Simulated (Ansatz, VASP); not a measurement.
Given: the input of a run of VASP 6.6.1 on TePb.

The input INCAR:

```
PREC = Accurate
ENCUT = 520
EDIFF = 1E-6
ISMEAR = 0
SIGMA = 0.022
LREAL = F
LASPH = T
NELM = 80
ALGO = Normal
ISIF = 2
LWAVE = F
LCHARG = T
GGA = PE
LELF = T
LVHAR = T
NBANDS = 17
```

The input KPOINTS:

```
regular mesh
0
Gamma
  7 7 7
```

POSCAR

```
TePb
1.0
    4.0022870000      0.0000000000      0.0000000000
    0.0000000000      4.0022870000      0.0000000000
    0.0000000000      0.0000000000      4.0022870000
Pb Te
1 1
Direct
    0.0000000000      0.0000000000      0.0000000000
    0.5000000000      0.5000000000      0.5000000000
```

Potentials or basis: VASP PAW PBE potentials, release 64 (Pb_d, Te).

The run is started by

```sh
$ cat potpaw_PBE.64/Pb_d/POTCAR potpaw_PBE.64/Te/POTCAR > POTCAR
$ mpirun -np 1 vasp_std > vasp.out
```

**Question.** Set up the same calculation for Ansatz 0.2.0. Potentials there: all-electron LAPW, scalar-relativistic.

**Answer.** As run (the cutoff follows the program's own potentials):

input.yaml

```yaml
crystal:
  lattice:
    - [4.002287, 0.0, 0.0]
    - [0.0, 4.002287, 0.0]
    - [0.0, 0.0, 4.002287]
  atoms:
    - { symbol: Pb, position: [0.0, 0.0, 0.0] }
    - { symbol: Te, position: [0.5, 0.5, 0.5] }
kpoints:
  mp_grid: { grid: [7, 7, 7] }
scf:
  occupations: { method: gaussian, width: 0.022 }
hamiltonian:
  xc: pbe
  pseudopotentials: { kind: all_electron, lapw: { basis_error: 0.001 } }
output:
  forces: true
  stress: true
  eigenvalues: true
```

Potentials or basis: all-electron LAPW, scalar-relativistic.

Command:

```console
$ ansatz run input.yaml --threads 1 --pin off --max-ram 3072MiB --backend cpu --events-out ev --progress --plain --runs-dir out
```

Both were run:

|  | VASP | Ansatz | Ansatz less VASP |
| --- | --- | --- | --- |
| gap on the k mesh at the Fermi level (eV) | none | none | - |
| pressure (GPa) | 0.1 | 0.1 | +0.05 |

A gap of «none» marks a metal or a gap that the smearing closes. Ansatz ran all-electron here, and VASP with PAW potentials.

Spin-orbit coupling is off throughout.
